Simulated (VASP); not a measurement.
# TiTe2 (P-3m1) in VASP: notebook

Runs on TiTe2. Level: PBE+D4. Tasks: relaxation of shape and atoms at fixed volume.

Program: VASP 6.6.1. These are calculated values, not measurements. Logs are shortened: lines on timing, memory, paths and dates and some standing lists are left out, and cuts for length are marked.

### 1 The cell of the first run

Symmetry: P-3m1, No. 164, trigonal system. Conventional cell: a = 3.651 Å, b = 3.651 Å, c = 6.284 Å, α = 90.00°, β = 90.00°, γ = 120.00°. Within 3.7 Å of Ti (site symmetry -3m) lie 6 Te at 2.71 Å and 6 Ti at 3.65 Å. Te (site symmetry 3m) has 3 Ti at 2.71 Å and 9 Te at 3.56 to 3.65 Å within 3.7 Å.

### 2 Relaxation of shape and atoms at fixed volume, PBE+D4 (24.19 Å³/atom)

The input, INCAR:

```
PREC = Accurate ; ENCUT = 600
EDIFF = 1E-6 ; ISMEAR = 0
SIGMA = 0.1 ; LREAL = F
LASPH = T ; NELM = 100
ALGO = Fast ; ISIF = 4
LWAVE = F ; LCHARG = F
GGA = PE ; IVDW = 13
IBRION = 2 ; NSW = 50
EDIFFG = -0.01
```

The input, KPOINTS:

```
regular mesh
0
Gamma
  15 15 8
```

The input, POSCAR:

```
TiTe2
1.0
    3.6512803293      0.0000000000      0.0000000000
   -1.8256401647      3.1621015215      0.0000000000
    0.0000000000      0.0000000000      6.2844263853
Ti Te
1 2
Direct
    0.0000000000      0.0000000000      0.0000000000
    0.6666666667      0.3333333333      0.2721454518
    0.3333333333      0.6666666667      0.7278545482
```

Potentials or basis: VASP PAW PBE potentials, release 64 (Ti_sv, Te).

Launch:

```console
$ cat potpaw_PBE.64/Ti_sv/POTCAR potpaw_PBE.64/Te/POTCAR > POTCAR
$ mpirun -np 1 vasp_std > vasp.out
```

OUTCAR:

```text
PREC = Accurate
   ENCUT = 600
   EDIFF = 1E-6
   ISMEAR = 0
   LREAL = F
   LASPH = T
   NELM = 100
   ISIF = 4
   GGA = PE
   IVDW = 13
   IBRION = 2
   NSW = 50
   EDIFFG = -0.01

 ion  position               nearest neighbor table
   1  0.000  0.000  0.000-   2 2.71   3 2.71   2 2.71   3 2.71   2 2.71   3 2.71
   2  0.667  0.333  0.272-   1 2.71   1 2.71   1 2.71   3 3.56   3 3.56   3 3.56
   3  0.333  0.667  0.728-   1 2.71   1 2.71   1 2.71   2 3.56   2 3.56   2 3.56

  LATTYP: Found a hexagonal cell.
 ALAT       =     3.6512803293
 C/A-ratio  =     1.7211569144

  Lattice vectors:

 A1 = (   3.6512803293,   0.0000000000,   0.0000000000)
 A2 = (  -1.8256401647,   3.1621015215,   0.0000000000)
 A3 = (   0.0000000000,   0.0000000000,   6.2844263853)

Analysis of symmetry for initial positions (statically):
=====================================================================
 Subroutine PRICEL returns:
 Original cell was already a primitive cell.

 Routine SETGRP: Setting up the symmetry group for a
 hexagonal supercell.

 Subroutine GETGRP returns: Found 12 space group operations
 (whereof 12 operations were pure point group operations)
 out of a pool of 24 trial point group operations.

The static configuration has the point symmetry D_3d.

Analysis of symmetry for dynamics (positions and initial velocities):
=====================================================================
 Subroutine PRICEL returns:
 Original cell was already a primitive cell.

 Routine SETGRP: Setting up the symmetry group for a
 hexagonal supercell.

 Subroutine GETGRP returns: Found 12 space group operations
 (whereof 12 operations were pure point group operations)
 out of a pool of 24 trial point group operations.

The dynamic configuration has the point symmetry D_3d.

 Subroutine INISYM returns: Found 12 space group operations
 (whereof 12 operations are pure point group operations),
 and found     1 'primitive' translations

----------------------------------------------------------------------------------------

                                     Primitive cell

  volume of cell :      72.5582

  direct lattice vectors                    reciprocal lattice vectors
     3.651280329  0.000000000  0.000000000     0.273876534  0.158122690  0.000000000
    -1.825640165  3.162101521  0.000000000     0.000000000  0.316245381  0.000000000
     0.000000000  0.000000000  6.284426385     0.000000000  0.000000000  0.159123512

  length of vectors
     3.651280329  3.651280329  6.284426385     0.316245381  0.316245381  0.159123512

  position of ions in fractional coordinates (direct lattice)
     0.000000000  0.000000000  0.000000000
     0.666666667  0.333333333  0.272145452
     0.333333333  0.666666667  0.727854548

  ion indices of the primitive-cell ions
   primitive index   ion index
                 1           1
                 2           2
                 3           3

----------------------------------------------------------------------------------------

 KPOINTS: regular mesh

Automatic generation of k-mesh.
 Grid dimensions read from file:
 generate k-points for:   15   15    8

 Generating k-lattice:

  Cartesian coordinates                     Fractional coordinates (reciprocal lattice)
     0.018258436  0.010541513  0.000000000     0.066666667  0.000000000  0.000000000
     0.000000000  0.021083025  0.000000000     0.000000000  0.066666667  0.000000000
     0.000000000  0.000000000  0.019890439     0.000000000  0.000000000  0.125000000

  Length of vectors
     0.021083025  0.021083025  0.019890439

  Shift w.r.t. Gamma in fractional coordinates (k-lattice)
     0.000000000  0.000000000  0.000000000

 Subroutine IBZKPT returns following result:
 ===========================================

 Found    192 irreducible k-points:

 Following reciprocal coordinates:
            Coordinates               Weight
  0.000000  0.000000  0.000000      1.000000
  0.066667 -0.000000  0.000000      6.000000
  0.133333  0.000000  0.000000      6.000000
  0.200000  0.000000  0.000000      6.000000
  0.266667  0.000000  0.000000      6.000000
  0.333333  0.000000  0.000000      6.000000
[... 16 lines left out ...]
  0.333333  0.200000  0.000000     12.000000
  0.400000  0.200000  0.000000      6.000000
 [... further k-points ...]
   k-points           NKPTS =    192   k-points in BZ     NKDIM =    192   number of bands    NBANDS=     16
   number of dos      NEDOS =    301   number of ions     NIONS =      3
   total plane-waves  NPLWV =  45000
   dimension x,y,z NGX =    30 NGY =   30 NGZ =   50
   dimension x,y,z NGXF=    60 NGYF=   60 NGZF=  100
   ions per type =               1   2
   NGX,Y,Z   is equivalent  to a cutoff of  13.66, 13.66, 13.23 a.u.
   NGXF,Y,Z  is equivalent  to a cutoff of  27.32, 27.32, 26.45 a.u.
 SYSTEM =  unknown system
   PREC   = accura    normal or accurate (medium, high low for compatibility)
   ISTART =      0    job   : 0-new  1-cont  2-samecut
   ICHARG =      2    charge: 1-file 2-atom 10-const
   ISPIN  =      1    spin polarized calculation?
   LNONCOLLINEAR =      F non collinear calculations
   LSORBIT =      F    spin-orbit coupling
   LASPH  =      T    aspherical Exc in radial PAW
   ENCUT  =  600.0 eV  44.10 Ry    6.64 a.u.   7.29  7.29 12.55*2*pi/ulx,y,z
   NELM   =    100;   NELMIN=  2; NELMDL= -5     # of ELM steps
   EDIFF  = 0.1E-05   stopping-criterion for ELM
   LREAL  =      F    real-space projection
   EDIFFG = -.1E-01   stopping-criterion for IOM
   NSW    =     50    number of steps for IOM
   IBRION =      2    ionic relax: 0-MD 1-quasi-New 2-CG
   NFREE  =      1    steps in history (QN), initial steepest desc. (CG)
   ISIF   =      4    stress and relaxation
   ISYM   =      2    0-nonsym 1-usesym 2-fastsym
   POTIM  = 0.5000    time-step for ionic-motion
   TEBEG  =    0.0;   TEEND  =   0.0 temperature during run
   PSTRESS=    0.0 pullay stress
   NELECT =      24.0000    total number of electrons
   NUPDOWN=      -1.0000    fix difference up-down
   EMIN   =  10.00;   EMAX   =-10.00  energy-range for DOS
   EFERMI =   0.00;   METHOD = LEGACY
   ISMEAR =     0;   SIGMA  =   0.10  broadening in eV -4-tet -1-fermi 0-gaus
   EFERMI_NEDOS =   21; number of points for ismear=-14 and -15
   IALGO  =     68    algorithm
   IMIX   =      4    mixing-type and parameters
     AMIX     =   0.40;   BMIX     =  1.00
     AMIX_MAG =   1.60;   BMIX_MAG =  1.00
  volume/ion in A,a.u.               =      24.19       163.22
  Fermi-wavevector in a.u.,A,eV,Ry     =   1.132182  2.139514 17.440448  1.281837
  Thomas-Fermi vector in A             =   2.268883
   LORBIT       =      0    0 simple, 1 ext, 2 COOP (PROOUT), +10 PAW based schemes
   GGA     = PE    functional components
   LHFCALC =     F    Hartree Fock is set to
   AEXX    =    0.0000 exact exchange contribution
   IVDW    =    13    specifies the selected vdW correction
   LEPSILON=     F    determine dielectric tensor
   LRPA    =     F    only Hartree local field effects (RPA)
 conjugate gradient relaxation of ions
 non-spin polarized calculation
 RMM-DIIS sequential band-by-band and
 Gauss-broadening in eV      SIGMA  =   0.10
  energy-cutoff  :      600.00
  volume of cell :       72.56
 maximum number of plane-waves:      2461
 NGX is ok and might be reduce to    30
   NGX = 15   NGY = 15   NGZ = 25

--------------------------------------- Ionic step        1  -------------------------------------------

 number of electron      23.9999995 magnetization

 Free energy of the ion-electron system (eV)
  ---------------------------------------------------
  ext. energy  EPLUGINS =         0.00000000
  ---------------------------------------------------
  free energy    TOTEN  =       -16.05973259 eV

  energy without entropy =      -16.05262997  energy(sigma->0) =      -16.05618128

------------------------ aborting loop because EDIFF is reached ----------------------------------------

  DFT-D4 for vdW energy calculation

  Edisp (eV):   -1.37610

  FORCE on cell =-STRESS in cart. coord.  units (eV):
  Direction    XX          YY          ZZ          XY          YZ          ZX
  --------------------------------------------------------------------------------------
  -------------------------------------------------------------------------------------
  Total       1.62357     1.62357     1.79949    -0.00000     0.00000     0.00000
  in kB      35.85057    35.85057    39.73502    -0.00000     0.00000     0.00000
  external pressure =       37.15 kB  Pullay stress =        0.00 kB
[... 186 lines left out ...]
  energy  without entropy=      -17.4351946610  energy(sigma->0) =      -17.43874242

--------------------------------------- Ionic step        6  -------------------------------------------

 number of electron      23.9999995 magnetization

 Free energy of the ion-electron system (eV)
  ---------------------------------------------------
  ext. energy  EPLUGINS =         0.00000000
  ---------------------------------------------------
  free energy    TOTEN  =       -16.06727258 eV

  energy without entropy =      -16.06020395  energy(sigma->0) =      -16.06373827

 E-fermi :   8.1470     XC(G=0): -10.3752

 val. band max:        8.1465749450   @ k =   0.3333   0.0000   0.5000
 cond. band min:       8.1488784881   @ k =   0.2667   0.0000   0.2500
 fundamental gap:      0.0023035431
 Fermi energy:         8.1469637542

 k-point     1 :       0.0000    0.0000    0.0000
  band No.  band energies     occupation
      1     -49.1595      2.00000
      2     -25.4295      2.00000
      3     -25.4295      2.00000
      4     -25.4038      2.00000
      5      -4.9053      2.00000
      6      -3.0079      2.00000
[... 8 lines left out ...]
     15       9.5254      0.00000
     16      11.2528      0.00000
[... 420 lines left out ...]
  band No.  band energies     occupation
      1     -49.1542      2.00000
      2     -25.4835      2.00000
      3     -25.4570      2.00000
      4     -25.3879      2.00000
      5      -2.6103      2.00000
      6      -2.3680      2.00000
[... 8 lines left out ...]
     15       9.7887      0.00000
     16      10.5210      0.00000

 [... further k-points ...]

------------------------ aborting loop because EDIFF is reached ----------------------------------------

  DFT-D4 for vdW energy calculation

  Edisp (eV):   -1.37514

  FORCE on cell =-STRESS in cart. coord.  units (eV):
  Direction    XX          YY          ZZ          XY          YZ          ZX
  --------------------------------------------------------------------------------------
  -------------------------------------------------------------------------------------
  Total       1.27494     1.27494     1.26886    -0.00000    -0.00000    -0.00000
  in kB      28.15237    28.15237    28.01802    -0.00000    -0.00000    -0.00000
  external pressure =       28.11 kB  Pullay stress =        0.00 kB
[... 18 lines left out ...]
  FREE ENERGIE OF THE ION-ELECTRON SYSTEM (eV)
  ---------------------------------------------------
  free  energy   TOTEN  =       -17.4424169926 eV

  energy  without entropy=      -17.4353483617  energy(sigma->0) =      -17.43888268

 reached required accuracy - stopping structural energy minimisation
```

Wall time 19 min (1 thread of Oxide Virtual Turin-like, shared host); peak memory 0.4 GiB.

What came out:

```
Free energy                : -17.4424 eV
Energy gained by relaxing  : 2.2 meV/atom
Ionic steps                : 6
Pressure after relaxing    : 2.8 GPa
Band gap on the k mesh     : zero (bands 12 and 13 overlap by 0.86 eV)
Dispersion energy per atom : -0.458 eV
```

Step by step:
```csv
step,energy change (eV),largest force (eV/Å),pressure (GPa),volume (Å³)
1,0.0000,0.2794,3.71,72.56
2,-0.0053,0.1084,3.19,72.56
3,-0.0061,0.0084,2.87,72.56
4,-0.0061,0.0153,2.88,72.56
5,-0.0065,0.0084,2.84,72.56
6,-0.0066,0.0017,2.81,72.56
```

Final structure:
```
CELL_PARAMETERS angstrom
3.65453 0.00000 0.00000
-1.82727 3.16492 0.00000
0.00000 0.00000 6.27324
ATOMIC_POSITIONS crystal
Ti 0.00000 0.00000 0.00000
Te 0.66667 0.33333 0.27602
Te 0.33333 0.66667 0.72398
```

Levels at points of the mesh, in eV from the Fermi level:
```tsv
k point	band 10	band 11	band 12	band 13	band 14	band 15
(0.00, 0.00, 0.00)	0.19	0.46	0.46	0.88	1.38	1.38
(0.00, 0.00, 0.50)	-1.50	0.44	0.44	0.85	0.85	1.16
```

Caveat: spin-orbit coupling is left out, which moves the levels of the heavy elements.

### 3 Relaxation of shape and atoms at fixed volume, PBE+D4 (24.96 Å³/atom)

This run uses another cell than the first one, of 24.96 Å³/atom.

The input, INCAR:

```
SYSTEM = TiTe2
PREC = Accurate
ENCUT = 600
EDIFF = 1E-7
ISMEAR = 0
SIGMA = 0.1
LREAL = .FALSE.
LASPH = .TRUE.
NELM = 60
ALGO = Fast
ISIF = 4
LWAVE = .FALSE.
LCHARG = .FALSE.
GGA = PE
IVDW = 13
IBRION = 2
NSW = 50
EDIFFG = -0.01
```

The input, KPOINTS:

```
regular mesh
0
G
  15 15 8
  0 0 0
```

The input, POSCAR:

```
TiTe2
1.0
    3.6815397361      0.0000000000      0.0000000000
   -1.8407698681      3.1883069365      0.0000000000
    0.0000000000      0.0000000000      6.3788280346
Ti Te
1 2
Direct
    0.0000000000      0.0000000000      0.0000000000
    0.6666666667      0.3333333333      0.2678266110
    0.3333333333      0.6666666667      0.7321733890
```

Potentials or basis: VASP PAW PBE potentials, release 64 (Ti_sv, Te).

Launch:

```console
$ cat potpaw_PBE.64/Ti_sv/POTCAR potpaw_PBE.64/Te/POTCAR > POTCAR
$ mpirun -np 1 vasp_std > vasp.out
```

Run time: 46 min. Hardware: 1 thread of Oxide Virtual Turin-like, shared host; peak memory 0.43 GiB.

The run converged. Its results:

```
Free energy                : -17.4713 eV
Energy gained by relaxing  : 2.5 meV/atom
Ionic steps                : 7
Pressure after relaxing    : 1.2 GPa
Band gap on the k mesh     : zero (bands 12 and 13 overlap by 0.82 eV)
Dispersion energy per atom : -0.446 eV
```

The path:
```
step  energy change (eV)  largest force (eV/Å)  pressure (GPa)  volume (Å³)
   1              0.0000                0.2804            2.20        74.87
   2             -0.0055                0.1225            1.68        74.87
   3             -0.0066                0.0074            1.29        74.87
   4             -0.0066                0.0131            1.30        74.87
   5             -0.0071                0.0082            1.27        74.87
   6             -0.0073                0.0040            1.18        74.87
   7             -0.0074                0.0016            1.22        74.87
```

Final structure:
```cif
data_structure
_symmetry_space_group_name_H-M 'P 1'
_symmetry_Int_Tables_number 1
_cell_length_a 3.6892
_cell_length_b 3.6892
_cell_length_c 6.3524
_cell_angle_alpha 90.000
_cell_angle_beta 90.000
_cell_angle_gamma 120.000
_cell_volume 74.87
loop_
_atom_site_label
_atom_site_type_symbol
_atom_site_fract_x
_atom_site_fract_y
_atom_site_fract_z
_atom_site_occupancy
Ti1 Ti 0.00000 0.00000 0.00000 1
Te1 Te 0.66667 0.33333 0.27216 1
Te2 Te 0.33333 0.66667 0.72784 1
```

Levels at points of the mesh, in eV from the Fermi level:
| k point | band 9 | band 10 | band 11 | band 12 | band 13 | band 14 | band 15 | band 16 |
| --- | --- | --- | --- | --- | --- | --- | --- | --- |
| (0.00, 0.00, 0.00) | -1.63 | 0.23 | 0.43 | 0.43 | 0.75 | 1.28 | 1.28 | 3.09 |
| (0.00, 0.00, 0.50) | -1.53 | -1.53 | 0.42 | 0.42 | 0.83 | 0.83 | 1.10 | 3.68 |

Caveat: spin-orbit coupling is left out, which moves the levels of the heavy elements.
